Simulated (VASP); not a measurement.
## TiC: single point with PBE

Crystal: TiC.

```
Ti C
1.0
     0.00000    2.03640    2.44368
     2.03640    0.00000    2.44368
     2.03640    2.03640    0.00000
Ti C
1 1
Direct
  0.00000 0.00000 0.00000
  0.50000 0.50000 0.50000
```

This cell differs from its parent crystal: ratio of the length along z to the lengths across it x 1.2, volume and fractional coordinates fixed.

```
Program             : VASP 6.6.1
Task                : single point
Functional          : PBE
Potentials or basis : VASP PAW PBE potentials, release 64 (Ti_sv, C)
Cutoff              : 520 eV
k mesh              : 20 × 20 × 20
Occupations         : gaussian, width 0.15 eV
Spin                : no spin polarisation
```

The pressure is 16.3 GPa. The band gap on the k mesh is zero (band 8 reaches 10.65 eV, above the bottom of band 9 at 8.71 eV).

Stress tensor (GPa, compression positive):
```
 37.46   0.00   0.00
  0.00  37.46   0.00
  0.00   0.00 -25.93
```

Levels at points of the mesh, in eV from the Fermi level:
```
           k point  band 5  band 6  band 7  band 8  band 9  band 10  band 11  band 12
(0.00, 0.00, 0.00)  -12.46   -0.18    0.46    1.16    1.25     1.25     1.89     1.89
(0.50, 0.00, 0.00)   -8.78   -5.90   -3.38   -3.00    2.77     3.26     4.49     6.88
(0.50, 0.50, 0.00)  -10.57   -4.48   -1.52    0.84    0.84     2.80     3.38     3.38
(0.50, 0.00, 0.50)  -10.19   -2.73   -1.61   -0.37   -0.32     2.50     2.78     4.24
```

Run time: 100 s on 1 thread of AMD EPYC 9R45 96-Core Processor (Zen 5), with other jobs on the host, peak memory 0.28 GiB.
